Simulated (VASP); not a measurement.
Runs of VASP 6.6.1 on Pd. It takes space group Fm-3m (No. 225, cubic). The conventional cell has a = 3.879 Å, b = 3.879 Å, c = 3.879 Å, α = 90.00°, β = 90.00°, γ = 90.00°. Within 3.6 Å of Pd (site symmetry m-3m) lie 12 Pd at 2.74 Å. 

| k mesh | smearing | gap on the mesh (eV) | pressure (GPa) |
| --- | --- | --- | --- |
| 13 × 13 × 13 | fermi-dirac 0.1 eV | none | 5.5 |
| 13 × 13 × 13 | methfessel-paxton 0.3 eV | none | 5.2 |
| 13 × 13 × 13 | fermi-dirac 0.003 eV | none | 5.2 |
| 7 × 7 × 7 | fermi-dirac 0.1 eV | none | (a) |
| 13 × 13 × 13 | fermi-dirac 0.3 eV | none | 7.1 |

Alike in all rows: task single point; level r2SCAN; potentials or basis VASP PAW PBE potentials, release 64 (Pd); no spin polarisation; cell as given; cutoff (eV) 550.

Q: Fill in the values left out.

A: (a) 6.0.

Caveats: some runs use coarse meshes; the PAW data sets were made with another functional, which shifts forces and pressure a little.

A k mesh can miss the band edges, and the runs leave out spin-orbit coupling on Pd.

A gap of «none» marks levels without a gap at the run's occupations.
